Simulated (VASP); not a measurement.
Runs of VASP 6.6.1 on InGaTe3. The structure is that of space group Pm-3m (No. 221), or close to it. The cells are those of the table. The cell was built from a structure type or drawn by symmetry, and may not be a known phase.

```tsv
task	cell	k mesh	cutoff (eV)	gap on the mesh (eV)	pressure (GPa)	relaxed volume (Å³/atom)
relaxation of cell and atoms	relaxed from a = 5.742 Å, 5 atoms	8 × 8 × 8	600	none	0.0	37.63
single point	a = 5.734 Å, 5 atoms	8 × 8 × 8	520	none	-0.1	-
single point	a = 5.208 Å, 5 atoms	4 × 4 × 4	520	none	15.7	-
relaxation of cell and atoms	relaxed from a = 5.208 Å, 5 atoms	4 × 4 × 4	600	none	0.0	(a)
single point	a = 5.742 Å, 5 atoms	4 × 4 × 4	520	none	0.0	-
```

Alike in all rows: level PBE; potentials or basis VASP PAW PBE potentials, release 64 (In_d, Ga_d, Te); no spin polarisation; smearing gaussian 0.1 eV.

Question: Estimate the missing entries.

Answer: (a) 37.86.

Caveats: spin-orbit coupling is left out, which moves the levels of the heavy elements; the cell stands under pressure (at least some runs); the volume moved by over 15 % at a fixed basis, so the end points are rough (at least some runs).

A k mesh can miss the band edges, and the runs leave out spin-orbit coupling on Ga, In, Te.

A gap of «none» marks levels without a gap at the run's occupations.
